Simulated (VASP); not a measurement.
# RbBr (Fm-3m) in VASP: notebook, part 2 of 2

VASP 6.6.1. The steps go on from the part before.

**4. Single point, PBE (volume scaled by 0.980)**

The input, INCAR:

```
SYSTEM = RbBr
ALGO = Normal ; EDIFF = 1E-7
ENCUT = 520 ; GGA = PE
ISIF = 2 ; ISMEAR = 0
LASPH = .True. ; LCHARG = .True.
LELF = .True. ; LREAL = .False.
LVHAR = .True. ; LWAVE = .False.
NBANDS = 15 ; NELM = 100
PREC = Accurate ; SIGMA = 0.05
```

The input, KPOINTS:

```
k-points
0
Gamma
  8 8 8
  0 0 0
```

The input, POSCAR:

```
RbBr
1.0
    0.0000000000      3.4847962830      3.4847962830
    3.4847962830      0.0000000000      3.4847962830
    3.4847962830      3.4847962830      0.0000000000
Rb Br
1 1
Direct
    0.5000000000      0.5000000000      0.5000000000
    0.0000000000      0.0000000000      0.0000000000
```

Potentials or basis: VASP PAW PBE potentials, release 64 (Rb_sv, Br).

The run is started by

```bash
> cat potpaw_PBE.64/Rb_sv/POTCAR potpaw_PBE.64/Br/POTCAR > POTCAR
> mpirun -np 1 vasp_std > vasp.out
```

OUTCAR:

```text
SYSTEM = RbBr
   EDIFF = 1E-7
   ENCUT = 520
   GGA = PE
   ISIF = 2
   ISMEAR = 0
   LASPH = .True.
   LREAL = .False.
   NELM = 100
   PREC = Accurate

 ion  position               nearest neighbor table
   1  0.500  0.500  0.500-   2 3.48   2 3.48   2 3.48   2 3.48   2 3.48   2 3.48
   2  0.000  0.000  0.000-   1 3.48   1 3.48   1 3.48   1 3.48   1 3.48   1 3.48

  LATTYP: Found a face centered cubic cell.
 ALAT       =     6.9695925660

  Lattice vectors:

 A1 = (   0.0000000000,   3.4847962830,   3.4847962830)
 A2 = (   3.4847962830,   0.0000000000,   3.4847962830)
 A3 = (   3.4847962830,   3.4847962830,   0.0000000000)

Analysis of symmetry for initial positions (statically):
=====================================================================
 Subroutine PRICEL returns:
 Original cell was already a primitive cell.

 Routine SETGRP: Setting up the symmetry group for a
 face centered cubic supercell.

 Subroutine GETGRP returns: Found 48 space group operations
 (whereof 48 operations were pure point group operations)
 out of a pool of 48 trial point group operations.

The static configuration has the point symmetry O_h .

Analysis of symmetry for dynamics (positions and initial velocities):
=====================================================================
 Subroutine PRICEL returns:
 Original cell was already a primitive cell.

 Routine SETGRP: Setting up the symmetry group for a
 face centered cubic supercell.

 Subroutine GETGRP returns: Found 48 space group operations
 (whereof 48 operations were pure point group operations)
 out of a pool of 48 trial point group operations.

The dynamic configuration has the point symmetry O_h .

 Subroutine INISYM returns: Found 48 space group operations
 (whereof 48 operations are pure point group operations),
 and found     1 'primitive' translations

----------------------------------------------------------------------------------------

                                     Primitive cell

  volume of cell :      84.6374

  direct lattice vectors                    reciprocal lattice vectors
     0.000000000  3.484796283  3.484796283    -0.143480410  0.143480410  0.143480410
     3.484796283  0.000000000  3.484796283     0.143480410 -0.143480410  0.143480410
     3.484796283  3.484796283  0.000000000     0.143480410  0.143480410 -0.143480410

  length of vectors
     4.928246166  4.928246166  4.928246166     0.248515360  0.248515360  0.248515360

  position of ions in fractional coordinates (direct lattice)
     0.500000000  0.500000000  0.500000000
     0.000000000  0.000000000  0.000000000

  ion indices of the primitive-cell ions
   primitive index   ion index
                 1           1
                 2           2

----------------------------------------------------------------------------------------

 KPOINTS: k-points

Automatic generation of k-mesh.
 Grid dimensions read from file:
 generate k-points for:    8    8    8

 Generating k-lattice:

  Cartesian coordinates                     Fractional coordinates (reciprocal lattice)
[... 41 lines left out ...]
 [... further k-points ...]
   k-points           NKPTS =     29   k-points in BZ     NKDIM =     29   number of bands    NBANDS=     15
   number of dos      NEDOS =    301   number of ions     NIONS =      2
   total plane-waves  NPLWV =  64000
   dimension x,y,z NGX =    40 NGY =   40 NGZ =   40
   dimension x,y,z NGXF=    80 NGYF=   80 NGZF=   80
   ions per type =               1   1
   NGX,Y,Z   is equivalent  to a cutoff of  13.49, 13.49, 13.49 a.u.
   NGXF,Y,Z  is equivalent  to a cutoff of  26.99, 26.99, 26.99 a.u.
 SYSTEM =  RbBr
   PREC   = accura    normal or accurate (medium, high low for compatibility)
   ISTART =      0    job   : 0-new  1-cont  2-samecut
   ICHARG =      2    charge: 1-file 2-atom 10-const
   ISPIN  =      1    spin polarized calculation?
   LNONCOLLINEAR =      F non collinear calculations
   LSORBIT =      F    spin-orbit coupling
   LASPH  =      T    aspherical Exc in radial PAW
   ENCUT  =  520.0 eV  38.22 Ry    6.18 a.u.   9.16  9.16  9.16*2*pi/ulx,y,z
   NELM   =    100;   NELMIN=  2; NELMDL= -5     # of ELM steps
   EDIFF  = 0.1E-06   stopping-criterion for ELM
   LREAL  =      F    real-space projection
   EDIFFG = 0.1E-05   stopping-criterion for IOM
   NSW    =      0    number of steps for IOM
   IBRION =     -1    ionic relax: 0-MD 1-quasi-New 2-CG
   NFREE  =      0    steps in history (QN), initial steepest desc. (CG)
   ISIF   =      2    stress and relaxation
   ISYM   =      2    0-nonsym 1-usesym 2-fastsym
   POTIM  = 0.5000    time-step for ionic-motion
   TEBEG  =    0.0;   TEEND  =   0.0 temperature during run
   PSTRESS=    0.0 pullay stress
   NELECT =      16.0000    total number of electrons
   NUPDOWN=      -1.0000    fix difference up-down
   EMIN   =  10.00;   EMAX   =-10.00  energy-range for DOS
   EFERMI =   0.00;   METHOD = LEGACY
   ISMEAR =     0;   SIGMA  =   0.05  broadening in eV -4-tet -1-fermi 0-gaus
   EFERMI_NEDOS =   21; number of points for ismear=-14 and -15
   IALGO  =     38    algorithm
   IMIX   =      4    mixing-type and parameters
     AMIX     =   0.40;   BMIX     =  1.00
     AMIX_MAG =   1.60;   BMIX_MAG =  1.00
  volume/ion in A,a.u.               =      42.32       285.58
  Fermi-wavevector in a.u.,A,eV,Ry     =   0.939566  1.775523 12.011017  0.882785
  Thomas-Fermi vector in A             =   2.066891
   LORBIT       =      0    0 simple, 1 ext, 2 COOP (PROOUT), +10 PAW based schemes
   GGA     = PE    functional components
   LHFCALC =     F    Hartree Fock is set to
   AEXX    =    0.0000 exact exchange contribution
   IVDW    =     0    specifies the selected vdW correction
   LEPSILON=     F    determine dielectric tensor
   LRPA    =     F    only Hartree local field effects (RPA)
 non-spin polarized calculation
 Gauss-broadening in eV      SIGMA  =   0.05
  energy-cutoff  :      520.00
  volume of cell :       84.64
 maximum number of plane-waves:      2292
 NGX is ok and might be reduce to    40
   NGX = 19   NGY = 19   NGZ = 19

 number of electron      15.9999998 magnetization

 Free energy of the ion-electron system (eV)
  ---------------------------------------------------
  ext. energy  EPLUGINS =         0.00000000
  ---------------------------------------------------
  free energy    TOTEN  =        -6.11389332 eV

  energy without entropy =       -6.11389332  energy(sigma->0) =       -6.11389332

 E-fermi :  -1.7070     XC(G=0):  -7.0370

 val. band max:       -1.9352600431   @ k =   0.0000   0.0000   0.0000
 cond. band min:       2.3030552989   @ k =   0.0000   0.0000   0.0000
 fundamental gap:      4.2383153420
 Fermi energy:        -1.7070185609

 k-point     1 :       0.0000    0.0000    0.0000
  band No.  band energies     occupation
      1     -26.4573      2.00000
      2     -14.0685      2.00000
      3     -10.5299      2.00000
      4     -10.5299      2.00000
      5     -10.5299      2.00000
      6      -1.9353      2.00000
      7      -1.9353      2.00000
      8      -1.9353      2.00000
      9       2.3031      0.00000
     10       5.3266      0.00000
     11       5.3266      0.00000
     12       5.3266      0.00000
     13       6.1806      0.00000
     14       6.1806      0.00000
[... 401 lines left out ...]
      2     -14.0723      2.00000
      3     -10.5860      2.00000
      4     -10.5748      2.00000
      5     -10.5164      2.00000
      6      -2.6406      2.00000
      7      -2.2600      2.00000
      8      -2.2332      2.00000
      9       4.9371      0.00000
     10       5.3686      0.00000
     11       6.7173      0.00000
     12       6.8791      0.00000
     13       7.7930      0.00000
     14       8.6116      0.00000
     15       8.7983      0.00000

 [... further k-points ...]

------------------------ aborting loop because EDIFF is reached ----------------------------------------

  FORCE on cell =-STRESS in cart. coord.  units (eV):
  Direction    XX          YY          ZZ          XY          YZ          ZX
  --------------------------------------------------------------------------------------
  -------------------------------------------------------------------------------------
  Total        0.1485632      0.1485632      0.1485632     -0.0000000      0.0000000      0.0000000
  in kB        2.8122878      2.8122878      2.8122878     -0.0000000      0.0000000      0.0000000
  external PRESSURE =       2.8122878 kB  Pullay stress =       0.0000000 kB

 VOLUME and BASIS-vectors are now :
 -----------------------------------------------------------------------------
  energy-cutoff  :      520.00
  volume of cell :       84.64
      direct lattice vectors                 reciprocal lattice vectors
     0.000000000  3.484796283  3.484796283    -0.143480410  0.143480410  0.143480410
     3.484796283  0.000000000  3.484796283     0.143480410 -0.143480410  0.143480410
     3.484796283  3.484796283  0.000000000     0.143480410  0.143480410 -0.143480410

 POSITION                                       TOTAL-FORCE (eV/Angst)
 -----------------------------------------------------------------------------------
      3.48480      3.48480      3.48480        -0.000000      0.000000      0.000000
      0.00000      0.00000      0.00000         0.000000     -0.000000     -0.000000
 -----------------------------------------------------------------------------------
    total drift:                                0.000000     -0.000000      0.000000

  FREE ENERGIE OF THE ION-ELECTRON SYSTEM (eV)
  ---------------------------------------------------
  free  energy   TOTEN  =        -6.1138933219 eV

  energy  without entropy=       -6.1138933219  energy(sigma->0) =       -6.11389332
```

stdout:

```text
POSCAR found type information on POSCAR RbBr
 POSCAR found :  2 types and       2 ions
 scaLAPACK will be used
 LDA part: xc-table for (Slater+PW92), standard interpolation
 POSCAR, INCAR and KPOINTS ok, starting setup
 FFT: planning ... GRIDC
 FFT: planning ... GRID_SOFT
 FFT: planning ... GRID
 WAVECAR not read
 entering main loop
```

Run time: 48 s. Hardware: 1 thread of AMD EPYC 7R43 (Zen 3), shared host; peak memory 0.21 GiB.

Results:

| Property | Result |
| --- | --- |
| Free energy | -6.1139 eV |
| Pressure | 0.3 GPa |
| Band gap on the k mesh | 4.24 eV, direct |

Levels at points of the mesh, in eV from the valence-band top:
```tsv
k point	band 6	band 7	band 8	band 9	band 10	band 11
(0.00, 0.00, 0.00)	0.00	0.00	0.00	4.24	7.26	7.26
(0.50, 0.00, 0.00)	-0.91	-0.31	-0.31	6.68	7.54	9.33
(0.50, 0.50, 0.00)	-0.46	-0.16	-0.16	5.66	6.94	8.95
```

 A k mesh can miss the band edges.

**5. Summary**

```tsv
cell	gap on the mesh (eV)	pressure (GPa)
a = 4.869 Å, angles 60.0°, 2 atoms	4.33	0.8
a = 4.894 Å, angles 60.0°, 2 atoms	4.29	0.6
a = 4.928 Å, angles 60.0°, 2 atoms	4.24	0.3
```

Alike in all rows: task single point; level PBE; potentials or basis VASP PAW PBE potentials, release 64 (Rb_sv, Br); no spin polarisation; k mesh 8 × 8 × 8; cutoff (eV) 520; smearing gaussian 0.05 eV.

Total energies depend on the potentials used, so only differences within one code and one set of settings carry meaning.
